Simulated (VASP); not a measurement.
Wanted: the native input for a VASP 6.6.1 run.

- Task: single point
- Functional: PBEsol
- Potentials or basis: VASP PAW PBE potentials, release 64 (Lu)
- Cutoff: 520 eV
- k mesh: 15 × 15 × 10
- Occupations: methfessel-paxton, width 0.1 eV
- Spin: no spin polarisation
- Dipole correction: no
- Further INCAR settings: ALGO = Fast; EDIFF = 1e-06; NBANDS = 32

The structure of Lu lies in POSCAR:

```
Lu
1.0
    3.4433743897      0.0000000000      0.0000000000
   -1.7216871949      2.9820496962      0.0000000000
    0.0000000000      0.0000000000      5.3505320178
Lu
2
Direct
    0.3333333333      0.6666666667      0.2500000000
    0.6666666667      0.3333333333      0.7500000000
```

The input as run:

INCAR

```
ALGO = Fast ; EDIFF = 1E-6
ENCUT = 520 ; GGA = PS
ISIF = 2 ; ISMEAR = 1
LASPH = T ; LCHARG = F
LREAL = F ; LWAVE = F
NBANDS = 32 ; NELM = 80
PREC = Accurate ; SIGMA = 0.1
```

KPOINTS

```
k-points
0
Gamma
  15 15 10
```

Potentials or basis: VASP PAW PBE potentials, release 64 (Lu).

Launch:

```sh
$ cat potpaw_PBE.64/Lu/POTCAR > POTCAR
$ mpirun -np 1 vasp_std > vasp.out
```

It gave:

* Pressure: -0.1 GPa
* Band gap on the k mesh: zero (bands 25 and 26 overlap by 1.92 eV)

Caveat: the PAW data sets were made with another functional, which shifts forces and pressure a little; spin-orbit coupling is left out, which moves the levels of the heavy elements.

It took 19 min on 1 thread of Intel Xeon 8259CL, on a shared host, peak memory 0.36 GiB.
